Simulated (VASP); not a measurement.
# Mg (I4/mmm) in VASP: single point with PBEsol

Aim: the single point of Mg with PBEsol.

All numbers are computed with VASP 6.6.1; they aren't measurements. Logs are shortened: lines on timing, memory, paths and dates and some standing lists are left out, and cuts for length are marked.

## 1. The cell of the first run

The structure is tetragonal, space group I4/mmm (No. 139). Conventional cell: a = 3.644 Å, b = 3.644 Å, c = 3.394 Å, α = 90.00°, β = 90.00°, γ = 90.00°. Within 4.1 Å of Mg (site symmetry 4/mmm) lie 14 Mg at 3.09 to 3.64 Å.

## 2. Single point, PBEsol

INCAR reads:

```
SYSTEM = Mg
PREC = Accurate ; ENCUT = 520
EDIFF = 1E-7 ; ISMEAR = 0
SIGMA = 0.1 ; LREAL = .False.
LASPH = .True. ; NELM = 60
ALGO = Normal ; ISIF = 2
LWAVE = .False. ; LCHARG = .False.
GGA = PS ; NBANDS = 7
```

KPOINTS reads:

```
regular mesh
0
Gamma
  16 16 16
  0 0 0
```

POSCAR reads:

```
Mg
1.0
   -1.8219462987      1.8219462987      1.6972109073
    1.8219462987     -1.8219462987      1.6972109073
    1.8219462987      1.8219462987     -1.6972109073
Mg
1
Direct
    0.0000000000      0.0000000000      0.0000000000
```

Potentials or basis: VASP PAW PBE potentials, release 64 (Mg).

On the command line:

```console
$ cat potpaw_PBE.64/Mg/POTCAR > POTCAR
$ mpirun -np 1 vasp_std > vasp.out
```

OUTCAR:

```text
SYSTEM = Mg
   PREC = Accurate
   ENCUT = 520
   EDIFF = 1E-7
   ISMEAR = 0
   LREAL = .False.
   LASPH = .True.
   NELM = 60
   ISIF = 2
   GGA = PS

 ion  position               nearest neighbor table
   1  0.000  0.000  0.000-

  LATTYP: Found a body centered tetragonal cell.
 ALAT       =     3.6438925974
 C/A-ratio  =     0.9315372843

  Lattice vectors:

 A1 = (  -1.8219462987,   1.8219462987,   1.6972109073)
 A2 = (   1.8219462987,  -1.8219462987,   1.6972109073)
 A3 = (   1.8219462987,   1.8219462987,  -1.6972109073)

Analysis of symmetry for initial positions (statically):
=====================================================================
 Subroutine PRICEL returns:
 Original cell was already a primitive cell.

 Routine SETGRP: Setting up the symmetry group for a
 body centered tetragonal supercell.

 Subroutine GETGRP returns: Found 16 space group operations
 (whereof 16 operations were pure point group operations)
 out of a pool of 16 trial point group operations.

The static configuration has the point symmetry D_4h.

Analysis of symmetry for dynamics (positions and initial velocities):
=====================================================================
 Subroutine PRICEL returns:
 Original cell was already a primitive cell.

 Routine SETGRP: Setting up the symmetry group for a
 body centered tetragonal supercell.

 Subroutine GETGRP returns: Found 16 space group operations
 (whereof 16 operations were pure point group operations)
 out of a pool of 16 trial point group operations.

The dynamic configuration has the point symmetry D_4h.

 Subroutine INISYM returns: Found 16 space group operations
 (whereof 16 operations are pure point group operations),
 and found     1 'primitive' translations

----------------------------------------------------------------------------------------

                                     Primitive cell

  volume of cell :      22.5355

  direct lattice vectors                    reciprocal lattice vectors
    -1.821946299  1.821946299  1.697210907     0.000000000  0.274431799  0.294600982
     1.821946299 -1.821946299  1.697210907     0.274431799  0.000000000  0.294600982
     1.821946299  1.821946299 -1.697210907     0.274431799  0.274431799  0.000000000

  length of vectors
     3.085368940  3.085368940  3.085368940     0.402619611  0.402619611  0.388105172

  position of ions in fractional coordinates (direct lattice)
     0.000000000  0.000000000  0.000000000

  ion indices of the primitive-cell ions
   primitive index   ion index
                 1           1

----------------------------------------------------------------------------------------

 KPOINTS: regular mesh

Automatic generation of k-mesh.
 Grid dimensions read from file:
 generate k-points for:   16   16   16

 Generating k-lattice:

  Cartesian coordinates                     Fractional coordinates (reciprocal lattice)
     0.000000000  0.017151987  0.018412561     0.062500000  0.000000000 -0.000000000
     0.017151987  0.000000000  0.018412561     0.000000000  0.062500000 -0.000000000
     0.017151987  0.017151987  0.000000000     0.000000000  0.000000000  0.062500000

  Length of vectors
     0.025163726  0.025163726  0.024256573

  Shift w.r.t. Gamma in fractional coordinates (k-lattice)
     0.000000000  0.000000000  0.000000000

 Subroutine IBZKPT returns following result:
 ===========================================

 Found    349 irreducible k-points:

 Following reciprocal coordinates:
            Coordinates               Weight
  0.000000  0.000000  0.000000      1.000000
  0.062500  0.000000 -0.000000      8.000000
  0.125000  0.000000 -0.000000      8.000000
  0.187500  0.000000 -0.000000      8.000000
  0.250000  0.000000 -0.000000      8.000000
  0.312500  0.000000  0.000000      8.000000
[... 16 lines left out ...]
 -0.125000  0.062500  0.000000     16.000000
 -0.062500  0.062500  0.000000      4.000000
 [... further k-points ...]
   k-points           NKPTS =    349   k-points in BZ     NKDIM =    349   number of bands    NBANDS=      7
   number of dos      NEDOS =    301   number of ions     NIONS =      1
   total plane-waves  NPLWV =  13824
   dimension x,y,z NGX =    24 NGY =   24 NGZ =   24
   dimension x,y,z NGXF=    48 NGYF=   48 NGZF=   48
   ions per type =               1
   NGX,Y,Z   is equivalent  to a cutoff of  12.93, 12.93, 12.93 a.u.
   NGXF,Y,Z  is equivalent  to a cutoff of  25.86, 25.86, 25.86 a.u.
 SYSTEM =  Mg
   PREC   = accura    normal or accurate (medium, high low for compatibility)
   ISTART =      0    job   : 0-new  1-cont  2-samecut
   ICHARG =      2    charge: 1-file 2-atom 10-const
   ISPIN  =      1    spin polarized calculation?
   LNONCOLLINEAR =      F non collinear calculations
   LSORBIT =      F    spin-orbit coupling
   LASPH  =      T    aspherical Exc in radial PAW
   ENCUT  =  520.0 eV  38.22 Ry    6.18 a.u.   5.74  5.74  5.74*2*pi/ulx,y,z
   NELM   =     60;   NELMIN=  2; NELMDL= -5     # of ELM steps
   EDIFF  = 0.1E-06   stopping-criterion for ELM
   LREAL  =      F    real-space projection
   EDIFFG = 0.1E-05   stopping-criterion for IOM
   NSW    =      0    number of steps for IOM
   IBRION =     -1    ionic relax: 0-MD 1-quasi-New 2-CG
   NFREE  =      0    steps in history (QN), initial steepest desc. (CG)
   ISIF   =      2    stress and relaxation
   ISYM   =      2    0-nonsym 1-usesym 2-fastsym
   POTIM  = 0.5000    time-step for ionic-motion
   TEBEG  =    0.0;   TEEND  =   0.0 temperature during run
   PSTRESS=    0.0 pullay stress
   NELECT =       2.0000    total number of electrons
   NUPDOWN=      -1.0000    fix difference up-down
   EMIN   =  10.00;   EMAX   =-10.00  energy-range for DOS
   EFERMI =   0.00;   METHOD = LEGACY
   ISMEAR =     0;   SIGMA  =   0.10  broadening in eV -4-tet -1-fermi 0-gaus
   EFERMI_NEDOS =   21; number of points for ismear=-14 and -15
   IALGO  =     38    algorithm
   IMIX   =      4    mixing-type and parameters
     AMIX     =   0.40;   BMIX     =  1.00
     AMIX_MAG =   1.60;   BMIX_MAG =  1.00
  volume/ion in A,a.u.               =      22.54       152.08
  Fermi-wavevector in a.u.,A,eV,Ry     =   0.730235  1.379944  7.255209  0.533243
  Thomas-Fermi vector in A             =   1.822154
   LORBIT       =      0    0 simple, 1 ext, 2 COOP (PROOUT), +10 PAW based schemes
   GGA     = PS    functional components
   LHFCALC =     F    Hartree Fock is set to
   AEXX    =    0.0000 exact exchange contribution
   IVDW    =     0    specifies the selected vdW correction
   LEPSILON=     F    determine dielectric tensor
   LRPA    =     F    only Hartree local field effects (RPA)
 non-spin polarized calculation
 Gauss-broadening in eV      SIGMA  =   0.10
  energy-cutoff  :      520.00
  volume of cell :       22.54
 maximum number of plane-waves:       622
   NGX = 11   NGY = 11   NGZ = 11

 number of electron       2.0000000 magnetization

 Free energy of the ion-electron system (eV)
  ---------------------------------------------------
  ext. energy  EPLUGINS =         0.00000000
  ---------------------------------------------------
  free energy    TOTEN  =        -1.69651044 eV

  energy without entropy =       -1.69467160  energy(sigma->0) =       -1.69559102

 E-fermi :   2.7574     XC(G=0):  -8.5944

 val. band max:        2.7490906342   @ k =   0.3125   0.3125   0.1250
 cond. band min:       2.7583267034   @ k =  -0.4375   0.4375   0.0625
 fundamental gap:      0.0092360692
 Fermi energy:         2.7573915774

 k-point     1 :       0.0000    0.0000    0.0000
  band No.  band energies     occupation
      1      -4.3174      2.00000
      2      14.9070      0.00000
      3      16.3728      0.00000
      4      16.3728      0.00000
      5      17.0774      0.00000
      6      17.3651      0.00000
      7      17.3651      0.00000

 k-point     2 :       0.0625    0.0000   -0.0000
  band No.  band energies     occupation
      1      -4.2219      2.00000
      2      14.4684      0.00000
      3      15.2170      0.00000
      4      15.8238      0.00000
      5      16.2179      0.00000
      6      17.7688      0.00000
      7      17.9705      0.00000

 k-point     3 :       0.1250    0.0000   -0.0000
  band No.  band energies     occupation
      1      -3.9358      2.00000
      2      13.0484      0.00000
      3      13.6771      0.00000
      4      14.8592      0.00000
      5      15.3180      0.00000
      6      16.9409      0.00000
      7      18.5170      0.00000

 k-point     4 :       0.1875    0.0000   -0.0000
  band No.  band energies     occupation
      1      -3.4609      2.00000
      2      10.8304      0.00000
      3      12.9075      0.00000
      4      13.9401      0.00000
      5      14.5004      0.00000
      6      16.2050      0.00000
      7      18.9776      0.00000

 k-point     5 :       0.2500    0.0000   -0.0000
  band No.  band energies     occupation
      1      -2.8001      2.00000
      2       8.7111      0.00000
      3      12.2438      0.00000
      4      13.1679      0.00000
      5      13.8148      0.00000
      6      15.5359      0.00000
      7      19.4587      0.00000
[... 161 lines left out ...]
 k-point    22 :      -0.1875    0.0625    0.0000
  band No.  band energies     occupation
      1      -3.6707      2.00000
      2      11.8155      0.00000
      3      12.3351      0.00000
      4      14.4497      0.00000
      5      15.2157      0.00000
      6      17.4858      0.00000
      7      18.4795      0.00000

 k-point    23 :      -0.1250    0.0625    0.0000
  band No.  band energies     occupation
      1      -4.0445      2.00000
      2      12.9056      0.00000
      3      14.3224      0.00000
      4      15.3677      0.00000
      5      15.9451      0.00000
      6      17.5711      0.00000
      7      18.1848      0.00000

 k-point    24 :      -0.0625    0.0625    0.0000
  band No.  band energies     occupation
      1      -4.2286      2.00000
      2      13.8574      0.00000
      3      15.9621      0.00000
      4      15.9864      0.00000
      5      16.3748      0.00000
      6      17.3765      0.00000
      7      17.8829      0.00000

 [... further k-points ...]

------------------------ aborting loop because EDIFF is reached ----------------------------------------

  FORCE on cell =-STRESS in cart. coord.  units (eV):
  Direction    XX          YY          ZZ          XY          YZ          ZX
  --------------------------------------------------------------------------------------
  -------------------------------------------------------------------------------------
  Total       -0.0082599     -0.0082599     -0.0085736      0.0000000     -0.0000000      0.0000000
  in kB       -0.5872468     -0.5872468     -0.6095487      0.0000000     -0.0000000      0.0000000
  external PRESSURE =      -0.5946807 kB  Pullay stress =       0.0000000 kB

 VOLUME and BASIS-vectors are now :
 -----------------------------------------------------------------------------
  energy-cutoff  :      520.00
  volume of cell :       22.54
      direct lattice vectors                 reciprocal lattice vectors
    -1.821946299  1.821946299  1.697210907     0.000000000  0.274431799  0.294600982
     1.821946299 -1.821946299  1.697210907     0.274431799  0.000000000  0.294600982
     1.821946299  1.821946299 -1.697210907     0.274431799  0.274431799  0.000000000

 POSITION                                       TOTAL-FORCE (eV/Angst)
 -----------------------------------------------------------------------------------
      0.00000      0.00000      0.00000         0.000000     -0.000000     -0.000000
 -----------------------------------------------------------------------------------
    total drift:                                0.000000      0.000000      0.000000

  FREE ENERGIE OF THE ION-ELECTRON SYSTEM (eV)
  ---------------------------------------------------
  free  energy   TOTEN  =        -1.6965104375 eV

  energy  without entropy=       -1.6946715983  energy(sigma->0) =       -1.69559102
```

It took 35 s on 1 thread of Intel Xeon 8259CL, shared host; peak memory 0.18 GiB.

What came out:

- Free energy: -1.6965 eV
- Pressure: -0.1 GPa
- Band gap on the k mesh: zero (bands 1 and 2 overlap by 4.60 eV)

Levels at points of the mesh, in eV from the Fermi level:
```
           k point  band 1  band 2  band 3  band 4
(0.00, 0.00, 0.00)   -7.07   12.15   13.62   13.62
(0.50, 0.00, 0.00)   -1.45   -0.77    8.25    9.05
(0.50, 0.50, 0.00)   -1.77   -1.29    9.52   10.27
(0.50, 0.50, 0.50)    3.31    3.31    3.61    4.13
```

Caveat: the PAW data sets were made with another functional, which shifts forces and pressure a little.
